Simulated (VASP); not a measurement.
# Sn (Fd-3m) in VASP: notebook

The runs below take Sn through single point, relaxation of cell and atoms, with r2SCAN.

Everything below comes from runs of VASP 6.6.1. Logs are shortened: lines on timing, memory, paths and dates and some standing lists are left out, and cuts for length are marked.

### 1 The cell of the first run

The structure is cubic, space group Fd-3m (No. 227). Conventional cell: a = 6.567 Å, b = 6.567 Å, c = 6.567 Å, α = 90.00°, β = 90.00°, γ = 90.00°. Within 3.7 Å of Sn (site symmetry -43m) lie 4 Sn at 2.84 Å.

### 2 Single point, r2SCAN

Contents of POSCAR:

```
Sn
1.0
    0.0000000000      3.2835979621      3.2835979621
    3.2835979621      0.0000000000      3.2835979621
    3.2835979621      3.2835979621      0.0000000000
Sn
2
Direct
    0.0000000000      0.0000000000      0.0000000000
    0.2500000000      0.2500000000      0.2500000000
```

Contents of INCAR.step1:

```
SYSTEM = Sn
ALGO = Normal ; EDIFF = 1E-4
ENCUT = 520 ; GGA = PE
ISMEAR = 1 ; LASPH = .TRUE.
LCHARG = .FALSE. ; LREAL = .FALSE.
LWAVE = .TRUE. ; NBANDS = 21
NELM = 60 ; PREC = Accurate
SIGMA = 0.1
```

Contents of INCAR.step2:

```
SYSTEM = Sn
ALGO = Normal ; EDIFF = 1E-6
ENCUT = 520 ; ISIF = 2
ISMEAR = 1 ; ISTART = 1
LASPH = .TRUE. ; LCHARG = .FALSE.
LMIXTAU = .TRUE. ; LREAL = .FALSE.
LWAVE = .FALSE. ; METAGGA = R2SCAN
NBANDS = 21 ; NELM = 60
PREC = Accurate ; SIGMA = 0.1
```

Contents of KPOINTS:

```
k-points
0
G
  7 7 7
  0 0 0
```

Potentials or basis: VASP PAW PBE potentials, release 64 (Sn_d).

Run with:

```
$ cat potpaw_PBE.64/Sn_d/POTCAR > POTCAR
$ cp INCAR.step1 INCAR
$ mpirun -np 1 vasp_std > vasp.out
$ cp INCAR.step2 INCAR
$ mpirun -np 1 vasp_std > vasp.out
```

OUTCAR:

```text
SYSTEM = Sn
   EDIFF = 1E-6
   ENCUT = 520
   ISIF = 2
   ISMEAR = 1
   ISTART = 1
   LASPH = .TRUE.
   LREAL = .FALSE.
   METAGGA = R2SCAN
   NELM = 60
   PREC = Accurate

 ion  position               nearest neighbor table
   1  0.000  0.000  0.000-   2 2.84   2 2.84   2 2.84   2 2.84
   2  0.250  0.250  0.250-   1 2.84   1 2.84   1 2.84   1 2.84

  LATTYP: Found a face centered cubic cell.
 ALAT       =     6.5671959242

  Lattice vectors:

 A1 = (   0.0000000000,   3.2835979621,   3.2835979621)
 A2 = (   3.2835979621,   0.0000000000,   3.2835979621)
 A3 = (   3.2835979621,   3.2835979621,   0.0000000000)

Analysis of symmetry for initial positions (statically):
=====================================================================
 Subroutine PRICEL returns:
 Original cell was already a primitive cell.

 Routine SETGRP: Setting up the symmetry group for a
 face centered cubic supercell.

 Subroutine GETGRP returns: Found 48 space group operations
 (whereof 24 operations were pure point group operations)
 out of a pool of 48 trial point group operations.

The static configuration has the point symmetry T_d .
 The point group associated with its full space group is O_h .

Analysis of symmetry for dynamics (positions and initial velocities):
=====================================================================
 Subroutine PRICEL returns:
 Original cell was already a primitive cell.

 Routine SETGRP: Setting up the symmetry group for a
 face centered cubic supercell.

 Subroutine GETGRP returns: Found 48 space group operations
 (whereof 24 operations were pure point group operations)
 out of a pool of 48 trial point group operations.

The dynamic configuration has the point symmetry T_d .
 The point group associated with its full space group is O_h .

 Subroutine INISYM returns: Found 48 space group operations
 (whereof 24 operations are pure point group operations),
 and found     1 'primitive' translations

----------------------------------------------------------------------------------------

                                     Primitive cell

  volume of cell :      70.8076

  direct lattice vectors                    reciprocal lattice vectors
     0.000000000  3.283597962  3.283597962    -0.152271991  0.152271991  0.152271991
     3.283597962  0.000000000  3.283597962     0.152271991 -0.152271991  0.152271991
     3.283597962  3.283597962  0.000000000     0.152271991  0.152271991 -0.152271991

  length of vectors
     4.643708771  4.643708771  4.643708771     0.263742825  0.263742825  0.263742825

  position of ions in fractional coordinates (direct lattice)
     0.000000000  0.000000000  0.000000000
     0.250000000  0.250000000  0.250000000

  ion indices of the primitive-cell ions
   primitive index   ion index
                 1           1
                 2           2

----------------------------------------------------------------------------------------

 KPOINTS: k-points

Automatic generation of k-mesh.
 Grid dimensions read from file:
 generate k-points for:    7    7    7

 Generating k-lattice:

  Cartesian coordinates                     Fractional coordinates (reciprocal lattice)
    -0.021753142  0.021753142  0.021753142     0.142857143  0.000000000  0.000000000
     0.021753142 -0.021753142  0.021753142     0.000000000  0.142857143  0.000000000
     0.021753142  0.021753142 -0.021753142     0.000000000  0.000000000  0.142857143

  Length of vectors
     0.037677546  0.037677546  0.037677546

  Shift w.r.t. Gamma in fractional coordinates (k-lattice)
     0.000000000  0.000000000  0.000000000

 Subroutine IBZKPT returns following result:
 ===========================================

 Found     20 irreducible k-points:

 Following reciprocal coordinates:
            Coordinates               Weight
  0.000000  0.000000  0.000000      1.000000
  0.142857  0.000000  0.000000      8.000000
  0.285714  0.000000  0.000000      8.000000
  0.428571  0.000000  0.000000      8.000000
  0.142857  0.142857  0.000000      6.000000
  0.285714  0.142857  0.000000     24.000000
[... 12 lines left out ...]
 -0.428571  0.428571  0.142857     24.000000
 -0.285714  0.428571  0.142857     24.000000
   k-points           NKPTS =     20   k-points in BZ     NKDIM =     20   number of bands    NBANDS=     21
   number of dos      NEDOS =    301   number of ions     NIONS =      2
   total plane-waves  NPLWV =  46656
   dimension x,y,z NGX =    36 NGY =   36 NGZ =   36
   dimension x,y,z NGXF=    72 NGYF=   72 NGZF=   72
   ions per type =               2
   NGX,Y,Z   is equivalent  to a cutoff of  12.89, 12.89, 12.89 a.u.
   NGXF,Y,Z  is equivalent  to a cutoff of  25.78, 25.78, 25.78 a.u.
 SYSTEM =  Sn
   PREC   = accura    normal or accurate (medium, high low for compatibility)
   ISTART =      1    job   : 0-new  1-cont  2-samecut
   ICHARG =      0    charge: 1-file 2-atom 10-const
   ISPIN  =      1    spin polarized calculation?
   LNONCOLLINEAR =      F non collinear calculations
   LSORBIT =      F    spin-orbit coupling
   LASPH  =      T    aspherical Exc in radial PAW
   ENCUT  =  520.0 eV  38.22 Ry    6.18 a.u.   8.63  8.63  8.63*2*pi/ulx,y,z
   NELM   =     60;   NELMIN=  2; NELMDL=  0     # of ELM steps
   EDIFF  = 0.1E-05   stopping-criterion for ELM
   LREAL  =      F    real-space projection
   EDIFFG = 0.1E-04   stopping-criterion for IOM
   NSW    =      0    number of steps for IOM
   IBRION =     -1    ionic relax: 0-MD 1-quasi-New 2-CG
   NFREE  =      0    steps in history (QN), initial steepest desc. (CG)
   ISIF   =      2    stress and relaxation
   ISYM   =      2    0-nonsym 1-usesym 2-fastsym
   POTIM  = 0.5000    time-step for ionic-motion
   TEBEG  =    0.0;   TEEND  =   0.0 temperature during run
   PSTRESS=    0.0 pullay stress
   NELECT =      28.0000    total number of electrons
   NUPDOWN=      -1.0000    fix difference up-down
   EMIN   =  10.00;   EMAX   =-10.00  energy-range for DOS
   EFERMI =   0.00;   METHOD = LEGACY
   ISMEAR =     1;   SIGMA  =   0.10  broadening in eV -4-tet -1-fermi 0-gaus
   EFERMI_NEDOS =   21; number of points for ismear=-14 and -15
   IALGO  =     38    algorithm
   IMIX   =      4    mixing-type and parameters
     AMIX     =   0.40;   BMIX     =  1.00
     AMIX_MAG =   1.60;   BMIX_MAG =  1.00
  volume/ion in A,a.u.               =      35.40       238.92
  Fermi-wavevector in a.u.,A,eV,Ry     =   1.201621  2.270735 19.645359  1.443893
  Thomas-Fermi vector in A             =   2.337425
   LORBIT       =      0    0 simple, 1 ext, 2 COOP (PROOUT), +10 PAW based schemes
   METAGGA = R2SCAN    functional components
   LHFCALC =     F    Hartree Fock is set to
   AEXX    =    0.0000 exact exchange contribution
   IVDW    =     0    specifies the selected vdW correction
   LEPSILON=     F    determine dielectric tensor
   LRPA    =     F    only Hartree local field effects (RPA)
 non-spin polarized calculation
 Methfessel and Paxton  Order N= 1 SIGMA  =   0.10
  energy-cutoff  :      520.00
  volume of cell :       70.81
 maximum number of plane-waves:      1922
   NGX = 17   NGY = 17   NGZ = 17

 number of electron      27.9999984 magnetization

 Free energy of the ion-electron system (eV)
  ---------------------------------------------------
  ext. energy  EPLUGINS =         0.00000000
  ---------------------------------------------------
  free energy    TOTEN  =       -49.48003327 eV

  energy without entropy =      -49.47986421  energy(sigma->0) =      -49.47997692

 E-fermi :   5.2269     XC(G=0):  -9.4217

 val. band max:        5.2131481637   @ k =   0.0000   0.0000   0.0000
 cond. band min:       5.3035011686   @ k =   0.4286   0.0000   0.0000
 fundamental gap:      0.0903530049
 Fermi energy:         5.2269284240

 k-point     1 :       0.0000    0.0000    0.0000
  band No.  band energies     occupation
      1     -17.1252      2.00000
      2     -17.1252      2.00000
      3     -17.1252      2.00000
      4     -17.0636      2.00000
      5     -17.0636      2.00000
      6     -16.7688      2.00000
[... 13 lines left out ...]
     20      13.3849      0.00000
     21      13.3849      0.00000

 k-point     2 :       0.1429    0.0000    0.0000
  band No.  band energies     occupation
      1     -17.1377      2.00000
      2     -17.1377      2.00000
      3     -17.1206      2.00000
      4     -17.0456      2.00000
      5     -17.0456      2.00000
      6     -16.7900      2.00000
[... 13 lines left out ...]
     20      12.4878      0.00000
     21      12.4878      0.00000

 k-point     3 :       0.2857    0.0000    0.0000
  band No.  band energies     occupation
      1     -17.1529      2.00000
      2     -17.1529      2.00000
      3     -17.1098      2.00000
      4     -17.0195      2.00000
      5     -17.0195      2.00000
      6     -16.8110      2.00000
[... 13 lines left out ...]
     20      12.4989      0.00000
     21      12.4989      0.00000

 k-point     4 :       0.4286    0.0000    0.0000
  band No.  band energies     occupation
      1     -17.1596      2.00000
      2     -17.1596      2.00000
      3     -17.1008      2.00000
      4     -17.0062      2.00000
      5     -17.0062      2.00000
      6     -16.8198      2.00000
[... 13 lines left out ...]
     20      13.7857      0.00000
     21      13.7857      0.00000

 k-point     5 :       0.1429    0.1429    0.0000
  band No.  band energies     occupation
      1     -17.1359      2.00000
      2     -17.1359      2.00000
      3     -17.1327      2.00000
      4     -17.0478      2.00000
      5     -17.0260      2.00000
      6     -16.8273      2.00000
[... 13 lines left out ...]
     20      11.7665      0.00000
     21      13.6229      0.00000
[... 286 lines left out ...]
     20      13.8082      0.00000
     21      14.4781      0.00000

 k-point    18 :      -0.4286    0.2857    0.1429
  band No.  band energies     occupation
      1     -17.1894      2.00000
      2     -17.1754      2.00000
      3     -17.0518      2.00000
      4     -16.9768      2.00000
      5     -16.9466      2.00000
      6     -16.9028      2.00000
[... 13 lines left out ...]
     20      13.8893      0.00000
     21      14.7021      0.00000

 k-point    19 :      -0.4286    0.4286    0.1429
  band No.  band energies     occupation
      1     -17.1853      2.00000
      2     -17.1830      2.00000
      3     -17.0436      2.00000
      4     -16.9753      2.00000
      5     -16.9436      2.00000
      6     -16.8898      2.00000
[... 13 lines left out ...]
     20      14.4546      0.00000
     21      15.7997      0.00000

 k-point    20 :      -0.2857    0.4286    0.1429
  band No.  band energies     occupation
      1     -17.1961      2.00000
      2     -17.1838      2.00000
      3     -17.0205      2.00000
      4     -16.9544      2.00000
      5     -16.9339      2.00000
      6     -16.9029      2.00000
[... 13 lines left out ...]
     20      14.2133      0.00000
     21      15.9907      0.00000

------------------------ aborting loop because EDIFF is reached ----------------------------------------

  FORCE on cell =-STRESS in cart. coord.  units (eV):
  Direction    XX          YY          ZZ          XY          YZ          ZX
  --------------------------------------------------------------------------------------
  -------------------------------------------------------------------------------------
  Total       -0.0177082     -0.0177082     -0.0177082      0.0000000      0.0000000     -0.0000000
  in kB       -0.4006866     -0.4006866     -0.4006866      0.0000000      0.0000000     -0.0000000
  external PRESSURE =      -0.4006866 kB  Pullay stress =       0.0000000 kB

 VOLUME and BASIS-vectors are now :
 -----------------------------------------------------------------------------
  energy-cutoff  :      520.00
  volume of cell :       70.81
      direct lattice vectors                 reciprocal lattice vectors
     0.000000000  3.283597962  3.283597962    -0.152271991  0.152271991  0.152271991
     3.283597962  0.000000000  3.283597962     0.152271991 -0.152271991  0.152271991
     3.283597962  3.283597962  0.000000000     0.152271991  0.152271991 -0.152271991

 POSITION                                       TOTAL-FORCE (eV/Angst)
 -----------------------------------------------------------------------------------
      0.00000      0.00000      0.00000        -0.000000     -0.000000      0.000000
      1.64180      1.64180      1.64180         0.000000      0.000000     -0.000000
 -----------------------------------------------------------------------------------
    total drift:                                0.000000      0.000000      0.000000

  FREE ENERGIE OF THE ION-ELECTRON SYSTEM (eV)
  ---------------------------------------------------
  free  energy   TOTEN  =       -49.4800332684 eV

  energy  without entropy=      -49.4798642090  energy(sigma->0) =      -49.47997692
```

Run time: 42 s. Hardware: 1 thread of Intel Xeon 6975P-C (Granite Rapids), shared host; peak memory 0.21 GiB.

Results:

| Property | Result |
| --- | --- |
| Free energy | -49.4800 eV |
| Pressure | 0.0 GPa |
| Band gap on the k mesh | zero (filled and empty bands touch) |

Caveat: the PAW data sets were made with another functional, which shifts forces and pressure a little; spin-orbit coupling is left out, which moves the levels of the heavy elements.

(Continued in part 2 of 2.)
